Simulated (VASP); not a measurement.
# Zr (P6/mmm) in VASP: relaxation of cell and atoms with PBE

Aim: the relaxation of cell and atoms of Zr with PBE.

Program: VASP 6.6.1. These are calculated values, not measurements. Logs are shortened: lines on timing, memory, paths and dates and some standing lists are left out, and cuts for length are marked.

## 1. The cell of the first run

The structure is hexagonal, space group P6/mmm (No. 191). Conventional cell: a = 5.076 Å, b = 5.076 Å, c = 3.147 Å, α = 90.00°, β = 90.00°, γ = 120.00°. Within 4.1 Å of Zr (site symmetry 6/mmm) lie 14 Zr at 3.15 to 3.33 Å. Zr (site symmetry -6m2) has 11 Zr at 2.93 to 3.33 Å within 3.9 Å.

This isn't the form of Zr at room conditions, which is hcp.

## 2. Relaxation of cell and atoms, PBE

Contents of INCAR:

```
SYSTEM = Zr
PREC = Accurate
ENCUT = 600
EDIFF = 1E-6
ISMEAR = -1
SIGMA = 0.1
LREAL = .False.
LASPH = .True.
NELM = 100
ALGO = Normal
ISIF = 3
LWAVE = .False.
LCHARG = .False.
GGA = PE
IBRION = 2
NSW = 60
EDIFFG = -0.005
```

Contents of KPOINTS:

```
Automatic mesh
0
Gamma
  8 8 11
  0 0 0
```

Contents of POSCAR:

```
Zr
1.0
    5.0755600400      0.0000000000      0.0000000000
   -2.5377800200      4.3955639330      0.0000000000
    0.0000000000      0.0000000000      3.1468472248
Zr
3
Direct
    0.0000000000      0.0000000000      0.0000000000
    0.3333333333      0.6666666667      0.5000000000
    0.6666666667      0.3333333333      0.5000000000
```

Potentials or basis: VASP PAW PBE potentials, release 64 (Zr_sv).

The run is started by

```bash
$ cat potpaw_PBE.64/Zr_sv/POTCAR > POTCAR
$ mpirun -np 1 vasp_std > vasp.out
```

OUTCAR:

```text
SYSTEM = Zr
   PREC = Accurate
   ENCUT = 600
   EDIFF = 1E-6
   ISMEAR = -1
   LREAL = .False.
   LASPH = .True.
   NELM = 100
   ISIF = 3
   GGA = PE
   IBRION = 2
   NSW = 60
   EDIFFG = -0.005

 ion  position               nearest neighbor table
   1  0.000  0.000  0.000-   2 3.33   3 3.33   2 3.33   3 3.33   2 3.33   2 3.33   3 3.33   3 3.33
                             3 3.33   3 3.33   2 3.33   2 3.33
   2  0.333  0.667  0.500-   3 2.93   3 2.93   3 2.93   1 3.33   1 3.33   1 3.33   1 3.33   1 3.33
                             1 3.33
   3  0.667  0.333  0.500-   2 2.93   2 2.93   2 2.93   1 3.33   1 3.33   1 3.33   1 3.33   1 3.33
                             1 3.33

  LATTYP: Found a hexagonal cell.
 ALAT       =     5.0755600400
 C/A-ratio  =     0.6200000000

  Lattice vectors:

 A1 = (   5.0755600400,   0.0000000000,   0.0000000000)
 A2 = (  -2.5377800200,   4.3955639330,   0.0000000000)
 A3 = (   0.0000000000,   0.0000000000,   3.1468472248)

Analysis of symmetry for initial positions (statically):
=====================================================================
 Subroutine PRICEL returns:
 Original cell was already a primitive cell.

 Routine SETGRP: Setting up the symmetry group for a
 hexagonal supercell.

 Subroutine GETGRP returns: Found 24 space group operations
 (whereof 24 operations were pure point group operations)
 out of a pool of 24 trial point group operations.

The static configuration has the point symmetry D_6h.

Analysis of symmetry for dynamics (positions and initial velocities):
=====================================================================
 Subroutine PRICEL returns:
 Original cell was already a primitive cell.

 Routine SETGRP: Setting up the symmetry group for a
 hexagonal supercell.

 Subroutine GETGRP returns: Found 24 space group operations
 (whereof 24 operations were pure point group operations)
 out of a pool of 24 trial point group operations.

The dynamic configuration has the point symmetry D_6h.

 Subroutine INISYM returns: Found 24 space group operations
 (whereof 24 operations are pure point group operations),
 and found     1 'primitive' translations

----------------------------------------------------------------------------------------

                                     Primitive cell

  volume of cell :      70.2060

  direct lattice vectors                    reciprocal lattice vectors
     5.075560040  0.000000000  0.000000000     0.197022593  0.113751047  0.000000000
    -2.537780020  4.395563933  0.000000000     0.000000000  0.227502094  0.000000000
     0.000000000  0.000000000  3.146847225     0.000000000  0.000000000  0.317778376

  length of vectors
     5.075560040  5.075560040  3.146847225     0.227502094  0.227502094  0.317778376

  position of ions in fractional coordinates (direct lattice)
     0.000000000  0.000000000  0.000000000
     0.333333333  0.666666667  0.500000000
     0.666666667  0.333333333  0.500000000

  ion indices of the primitive-cell ions
   primitive index   ion index
                 1           1
                 2           2
                 3           3

----------------------------------------------------------------------------------------

 KPOINTS: Automatic mesh

Automatic generation of k-mesh.
 Grid dimensions read from file:
 generate k-points for:    8    8   11

 Generating k-lattice:

  Cartesian coordinates                     Fractional coordinates (reciprocal lattice)
     0.024627824  0.014218881  0.000000000     0.125000000  0.000000000  0.000000000
     0.000000000  0.028437762  0.000000000     0.000000000  0.125000000  0.000000000
     0.000000000  0.000000000  0.028888943     0.000000000  0.000000000  0.090909091

  Length of vectors
     0.028437762  0.028437762  0.028888943

  Shift w.r.t. Gamma in fractional coordinates (k-lattice)
     0.000000000  0.000000000  0.000000000

 Subroutine IBZKPT returns following result:
 ===========================================

 Found     60 irreducible k-points:

 Following reciprocal coordinates:
            Coordinates               Weight
  0.000000  0.000000  0.000000      1.000000
  0.125000  0.000000  0.000000      6.000000
  0.250000  0.000000  0.000000      6.000000
  0.375000  0.000000  0.000000      6.000000
  0.500000  0.000000  0.000000      3.000000
  0.125000  0.125000  0.000000      6.000000
[... 16 lines left out ...]
  0.250000  0.000000  0.181818     12.000000
  0.375000  0.000000  0.181818     12.000000
 [... further k-points ...]
   k-points           NKPTS =     60   k-points in BZ     NKDIM =     60   number of bands    NBANDS=     22
   number of dos      NEDOS =    301   number of ions     NIONS =      3
   total plane-waves  NPLWV =  49392
   dimension x,y,z NGX =    42 NGY =   42 NGZ =   28
   dimension x,y,z NGXF=    84 NGYF=   84 NGZF=   56
   ions per type =               3
   NGX,Y,Z   is equivalent  to a cutoff of  13.76, 13.76, 14.79 a.u.
   NGXF,Y,Z  is equivalent  to a cutoff of  27.51, 27.51, 29.58 a.u.
 SYSTEM =  Zr
   PREC   = accura    normal or accurate (medium, high low for compatibility)
   ISTART =      0    job   : 0-new  1-cont  2-samecut
   ICHARG =      2    charge: 1-file 2-atom 10-const
   ISPIN  =      1    spin polarized calculation?
   LNONCOLLINEAR =      F non collinear calculations
   LSORBIT =      F    spin-orbit coupling
   LASPH  =      T    aspherical Exc in radial PAW
   ENCUT  =  600.0 eV  44.10 Ry    6.64 a.u.  10.14 10.14  6.29*2*pi/ulx,y,z
   NELM   =    100;   NELMIN=  2; NELMDL= -5     # of ELM steps
   EDIFF  = 0.1E-05   stopping-criterion for ELM
   LREAL  =      F    real-space projection
   EDIFFG = -.5E-02   stopping-criterion for IOM
   NSW    =     60    number of steps for IOM
   IBRION =      2    ionic relax: 0-MD 1-quasi-New 2-CG
   NFREE  =      1    steps in history (QN), initial steepest desc. (CG)
   ISIF   =      3    stress and relaxation
   ISYM   =      2    0-nonsym 1-usesym 2-fastsym
   POTIM  = 0.5000    time-step for ionic-motion
   TEBEG  =    0.0;   TEEND  =   0.0 temperature during run
   PSTRESS=    0.0 pullay stress
   NELECT =      36.0000    total number of electrons
   NUPDOWN=      -1.0000    fix difference up-down
   EMIN   =  10.00;   EMAX   =-10.00  energy-range for DOS
   EFERMI =   0.00;   METHOD = LEGACY
   ISMEAR =    -1;   SIGMA  =   0.10  broadening in eV -4-tet -1-fermi 0-gaus
   EFERMI_NEDOS =   21; number of points for ismear=-14 and -15
   IALGO  =     38    algorithm
   IMIX   =      4    mixing-type and parameters
     AMIX     =   0.40;   BMIX     =  1.00
     AMIX_MAG =   1.60;   BMIX_MAG =  1.00
  volume/ion in A,a.u.               =      23.40       157.92
  Fermi-wavevector in a.u.,A,eV,Ry     =   1.310341  2.476185 23.361107  1.716993
  Thomas-Fermi vector in A             =   2.440878
   LORBIT       =      0    0 simple, 1 ext, 2 COOP (PROOUT), +10 PAW based schemes
   GGA     = PE    functional components
   LHFCALC =     F    Hartree Fock is set to
   AEXX    =    0.0000 exact exchange contribution
   IVDW    =     0    specifies the selected vdW correction
   LEPSILON=     F    determine dielectric tensor
   LRPA    =     F    only Hartree local field effects (RPA)
 conjugate gradient relaxation of ions
 non-spin polarized calculation
  energy-cutoff  :      600.00
  volume of cell :       70.21
 maximum number of plane-waves:      2364
 NGX is ok and might be reduce to    42
   NGX = 21   NGY = 21   NGZ = 13

--------------------------------------- Ionic step        1  -------------------------------------------

 number of electron      36.0000000 magnetization

 Free energy of the ion-electron system (eV)
  ---------------------------------------------------
  ext. energy  EPLUGINS =         0.00000000
  ---------------------------------------------------
  free energy    TOTEN  =       -25.60630167 eV

  energy without entropy =      -25.50461392  energy(sigma->0) =      -25.55545780

------------------------ aborting loop because EDIFF is reached ----------------------------------------

  FORCE on cell =-STRESS in cart. coord.  units (eV):
  Direction    XX          YY          ZZ          XY          YZ          ZX
  --------------------------------------------------------------------------------------
  -------------------------------------------------------------------------------------
  Total       -0.5569944     -0.5569944     -0.2664060      0.0000000     -0.0000000     -0.0000000
  in kB      -12.7112182    -12.7112182     -6.0796757      0.0000000     -0.0000000     -0.0000000
  external PRESSURE =     -10.5007040 kB  Pullay stress =       0.0000000 kB

 VOLUME and BASIS-vectors are now :
 -----------------------------------------------------------------------------
  energy-cutoff  :      600.00
  volume of cell :       70.21
      direct lattice vectors                 reciprocal lattice vectors
     5.075560040  0.000000000  0.000000000     0.197022593  0.113751047  0.000000000
    -2.537780020  4.395563933  0.000000000     0.000000000  0.227502094  0.000000000
     0.000000000  0.000000000  3.146847225     0.000000000  0.000000000  0.317778376
[... 112 lines left out ...]
 POSITION                                       TOTAL-FORCE (eV/Angst)
 -----------------------------------------------------------------------------------
      0.00000      0.00000      0.00000         0.000000     -0.000000     -0.000000
     -0.00000      2.91674      1.56992        -0.000000     -0.000000      0.000000
      2.52597      1.45837      1.56992        -0.000000      0.000000     -0.000000
 -----------------------------------------------------------------------------------
    total drift:                               -0.000000      0.000000     -0.000000

  FREE ENERGIE OF THE ION-ELECTRON SYSTEM (eV)
  ---------------------------------------------------
  free  energy   TOTEN  =       -25.6092751035 eV

  energy  without entropy=      -25.5090481549  energy(sigma->0) =      -25.55916163

--------------------------------------- Ionic step        5  -------------------------------------------

 number of electron      36.0000000 magnetization

 Free energy of the ion-electron system (eV)
  ---------------------------------------------------
  ext. energy  EPLUGINS =         0.00000000
  ---------------------------------------------------
  free energy    TOTEN  =       -25.60938771 eV

  energy without entropy =      -25.50951797  energy(sigma->0) =      -25.55945284

 E-fermi :   8.9068     XC(G=0): -11.1074

 val. band max:        8.9020581578   @ k =   0.1250   0.1250   0.0000
 cond. band min:       8.9136585473   @ k =   0.3750   0.0000   0.0000
 fundamental gap:      0.0116003895
 Fermi energy:         8.9067578967

 k-point     1 :       0.0000    0.0000    0.0000
  band No.  band energies     occupation
      1     -39.9344      2.00000
      2     -39.6772      2.00000
      3     -39.4890      2.00000
      4     -18.0672      2.00000
      5     -18.0672      2.00000
      6     -18.0628      2.00000
[... 14 lines left out ...]
     21      10.5458      0.00000
     22      10.5458      0.00000
[... 552 lines left out ...]
  band No.  band energies     occupation
      1     -39.9024      2.00000
      2     -39.6245      2.00000
      3     -39.5254      2.00000
      4     -18.2769      2.00000
      5     -18.0908      2.00000
      6     -17.8725      2.00000
[... 14 lines left out ...]
     21       9.8394      0.00018
     22      10.2415      0.00000

 [... further k-points ...]

------------------------ aborting loop because EDIFF is reached ----------------------------------------

  FORCE on cell =-STRESS in cart. coord.  units (eV):
  Direction    XX          YY          ZZ          XY          YZ          ZX
  --------------------------------------------------------------------------------------
  -------------------------------------------------------------------------------------
  Total       -0.0068419     -0.0068419     -0.0047026      0.0000000      0.0000000     -0.0000000
  in kB       -0.1578857     -0.1578857     -0.1085188      0.0000000      0.0000000     -0.0000000
  external PRESSURE =      -0.1414301 kB  Pullay stress =       0.0000000 kB

 VOLUME and BASIS-vectors are now :
 -----------------------------------------------------------------------------
  energy-cutoff  :      600.00
  volume of cell :       69.43
      direct lattice vectors                 reciprocal lattice vectors
     5.048976714  0.000000000 -0.000000000     0.198059935  0.114349957 -0.000000000
    -2.524488357  4.372542097  0.000000000     0.000000000  0.228699914  0.000000000
     0.000000000 -0.000000000  3.144920345     0.000000000  0.000000000  0.317973077

 POSITION                                       TOTAL-FORCE (eV/Angst)
 -----------------------------------------------------------------------------------
     -2.52449      4.37254      3.14492         0.000000     -0.000000     -0.000000
     -0.00000      2.91503      1.57246        -0.000000     -0.000000     -0.000000
      2.52449      1.45751      1.57246         0.000000      0.000000      0.000000
 -----------------------------------------------------------------------------------
    total drift:                               -0.000000      0.000000     -0.000000

  FREE ENERGIE OF THE ION-ELECTRON SYSTEM (eV)
  ---------------------------------------------------
  free  energy   TOTEN  =       -25.6093877130 eV

  energy  without entropy=      -25.5095179705  energy(sigma->0) =      -25.55945284

 reached required accuracy - stopping structural energy minimisation
```

Run time: 4.3 min. Hardware: 1 thread of Intel Xeon Platinum 8488C (Sapphire Rapids), shared host; peak memory 0.26 GiB.

Results:

```yaml
Free_energy: -25.6094 eV
Relaxed_volume: 23.14 Å³/atom
Relaxed_cell: a = 5.049 Å, b = 5.049 Å, c = 3.145 Å, α = 90.00°, β = 90.00°, γ = 120.00°
Space_group_after_relaxing_to_0.1_Å: P6/mmm (No. 191)
Energy_gained_by_relaxing: 1.0 meV/atom
Ionic_steps: 5
Pressure_after_relaxing: 0.0 GPa
Band_gap_on_the_k_mesh: zero (bands 18 and 19 overlap by 0.53 eV)
```

Step by step:
```
step  energy change (eV)  largest force (eV/Å)  pressure (GPa)  volume (Å³)
   1              0.0000                0.0000           -1.05        70.21
   2             -0.0006                0.0000            1.06        68.66
   3             -0.0030                0.0000            0.05        69.38
   4             -0.0030                0.0000            0.05        69.40
   5             -0.0031                0.0000           -0.01        69.43
```

Final structure:
```
Zr
1.0
     5.04898    0.00000    0.00000
    -2.52449    4.37254    0.00000
     0.00000    0.00000    3.14492
Zr
3
Direct
  0.00000 0.00000 0.00000
  0.33333 0.66667 0.50000
  0.66667 0.33333 0.50000
```

Levels at points of the mesh, in eV from the Fermi level:
```csv
k point,band 15,band 16,band 17,band 18,band 19,band 20,band 21,band 22
"(0.00, 0.00, 0.00)",-0.48,-0.48,-0.44,-0.44,-0.17,0.84,1.64,1.64
"(0.50, 0.00, 0.00)",-2.87,-0.58,-0.56,-0.46,0.04,0.70,1.17,1.58
```
